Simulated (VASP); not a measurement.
Wanted: the native input for a VASP 6.6.1 run.

| Property | Result |
| --- | --- |
| Task | single point |
| Functional | PBE |
| Potentials or basis | VASP PAW PBE potentials, release 64 (Al, N) |
| Cutoff | 520 eV |
| k mesh | 10 × 10 × 10 |
| Occupations | gaussian, width 0.05 eV |
| Spin | no spin polarisation |
| Dipole correction | no |
| Further INCAR settings | ALGO = Normal; EDIFF = 1e-06; NBANDS = 11 |

The structure of AlN lies in POSCAR:

```
AlN
1.0
    0.0000000000      2.0073893319      2.0073893319
    2.0073893319      0.0000000000      2.0073893319
    2.0073893319      2.0073893319      0.0000000000
Al N
1 1
Direct
    0.5000000000      0.5000000000      0.5000000000
    0.0000000000      0.0000000000      0.0000000000
```

One way to write it, as run:

INCAR

```
ALGO     = Normal         # electronic algorithm
EDIFF    = 1E-6           # SCF threshold, eV
ENCUT    = 520            # plane-wave cutoff, eV
GGA      = PE             # functional
ISIF     = 2              # what is computed and relaxed
ISMEAR   = 0              # smearing method
LASPH    = True           # aspherical terms in the spheres
LCHARG   = False          # write CHGCAR
LREAL    = False          # projectors in reciprocal space
LWAVE    = False          # write WAVECAR
NBANDS   = 11             # bands
NELM     = 60             # most SCF steps
PREC     = Accurate       # precision mode
SIGMA    = 0.05           # smearing width, eV
```

KPOINTS

```
k-points
0
Gamma
  10 10 10
```

Potentials or basis: VASP PAW PBE potentials, release 64 (Al, N).

Launch:

```console
$ cat potpaw_PBE.64/Al/POTCAR potpaw_PBE.64/N/POTCAR > POTCAR
$ mpirun -np 1 vasp_std > vasp.out
```

Results of the run:

```yaml
Pressure: 11.0 GPa
Band_gap_on_the_k_mesh: 4.81 eV, indirect (least direct gap 5.99 eV)
```

It took 5.2 s on 1 thread of AMD EPYC 9R45 96-Core Processor (Zen 5), with other jobs on the host, peak memory 0.11 GiB.
